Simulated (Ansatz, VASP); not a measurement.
## KCl in VASP and in Ansatz

```
K Cl
1.0
     0.00000    3.15610    3.06142
     3.15610    0.00000    3.06142
     3.15610    3.15610    0.00000
K Cl
1 1
Cartesian
  0.0000 0.0000 0.0000
  3.1561 3.1561 3.0614
```

Change from the starting cell: strain -0.0300 x Voigt [0, 0, 1, 0, 0, 0], atoms carried along.

Alike in both runs: task single point; functional PBE; k mesh 6 × 6 × 6; occupations gaussian, width 0.05 eV; no spin polarisation.

```csv
,VASP,Ansatz
version,VASP 6.6.1,Ansatz 0.2.0
potentials or method,"VASP PAW PBE potentials, release 64 (K_sv, Cl), cutoff 520 eV","scalar-relativistic, plane waves, PAW"
valence electrons in the cell,16,16
```

```csv
,VASP,Ansatz,Ansatz less VASP
gap on the k mesh at the Fermi level (eV),5.24,5.24,+0.003
least direct gap on the mesh (eV),5.24,5.24,+0.003
pressure (GPa),1.3,1.3,-0.04
"traceless stress, the component that is largest in VASP (GPa)",0.92,0.91,-0.017
```
